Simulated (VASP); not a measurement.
## SiC: relaxation of the atoms with LDA

Crystal: SiC.

```xyz
4
Lattice="2.9617 0.0000 0.0000 -1.4809 2.5649 0.0000 0.0000 0.0000 4.4867" Properties=species:S:1:pos:R:3 pbc="T T T"
Si    0.0000    1.7100    0.0207
Si    1.4809    0.8550    2.2640
C     0.0000    1.7100    1.7067
C     1.4809    0.8550    3.9501
```

```yaml
Program: VASP 6.6.1
Task: relaxation of the atoms
Functional: LDA
Potentials_or_basis: VASP PAW LDA potentials, release 64 (Si, C)
Cutoff: 520 eV
k_mesh: 12 × 12 × 6
Occupations: gaussian, width 0.05 eV
Spin: no spin polarisation
Dipole_correction: no
Further_INCAR_settings: ALGO = Normal; EDIFF = 1e-06; IBRION = 2; EDIFFG = -0.01; NSW = 50
```

| Quantity | Value |
| --- | --- |
| Energy gained by relaxing | 41.6 meV/atom |
| Ionic steps | 17 |
| Pressure after relaxing | 55.0 GPa |
| Largest force after relaxing | 0.006 eV/Å |
| Band gap on the k mesh | 1.59 eV (least direct gap 3.58 eV) |

Forces in eV/Å, atoms in the order of the input:
```
Si   0.000  0.000 -0.006
Si   0.000  0.000 -0.006
C    0.000  0.000  0.006
C    0.000  0.000  0.006
```

Stress tensor (GPa, compression positive):
```
41.36  0.00  0.00
 0.00 41.36  0.00
 0.00  0.00 82.14
```

The path:
```
step  energy change (eV)  largest force (eV/Å)  pressure (GPa)
   1              0.0000                2.3524           58.61
   2              0.2469                2.2541           53.02
   3             -0.1664                0.0222           54.92
   4             -0.1664                0.0164           54.97
   5             -0.1664                0.0160           54.97
   6             -0.1664                0.0152           54.97
   7             -0.1664                0.0153           54.97
   8             -0.1664                0.0153           54.97
   9             -0.1664                0.0153           54.97
  10             -0.1664                0.0152           54.97
  11             -0.1664                0.0151           54.97
  12             -0.1664                0.0150           54.97
  13             -0.1664                0.0147           54.97
  14             -0.1664                0.0141           54.97
  15             -0.1664                0.0131           54.97
  16             -0.1664                0.0109           54.96
  17             -0.1664                0.0065           54.96
```

Final structure:
```cif
data_structure
_symmetry_space_group_name_H-M 'P 1'
_symmetry_Int_Tables_number 1
_cell_length_a 2.9617
_cell_length_b 2.9617
_cell_length_c 4.4867
_cell_angle_alpha 90.000
_cell_angle_beta 90.000
_cell_angle_gamma 120.000
_cell_volume 34.08
loop_
_atom_site_label
_atom_site_type_symbol
_atom_site_fract_x
_atom_site_fract_y
_atom_site_fract_z
_atom_site_occupancy
Si1 Si 0.33333 0.66667 0.99618 1
Si2 Si 0.66667 0.33333 0.49618 1
C1 C 0.33333 0.66667 0.38882 1
C2 C 0.66667 0.33333 0.88882 1
```

Levels at points of the mesh, in eV from the valence-band top:
| k point | band 5 | band 6 | band 7 | band 8 | band 9 | band 10 | band 11 | band 12 |
| --- | --- | --- | --- | --- | --- | --- | --- | --- |
| (0.00, 0.00, 0.00) | -2.84 | -1.02 | -1.02 | 0.00 | 4.37 | 6.26 | 6.26 | 7.93 |
| (0.50, 0.00, 0.00) | -6.72 | -5.04 | -4.40 | -1.99 | 1.59 | 4.44 | 7.00 | 7.38 |
| (0.00, 0.00, 0.50) | -2.00 | -2.00 | -2.00 | -2.00 | 5.85 | 5.85 | 6.86 | 6.86 |
| (0.50, 0.00, 0.50) | -3.84 | -3.84 | -2.61 | -2.61 | 3.07 | 3.07 | 5.70 | 5.70 |

Run time: 88 s on 1 thread of Intel(R) Xeon(R) Platinum 8259CL CPU @ 2.50GHz (Skylake/Cascade Lake) (shared host), peak memory 0.15 GiB.

A k mesh can miss the band edges. As with any semilocal functional, this LDA gap is likely too small.
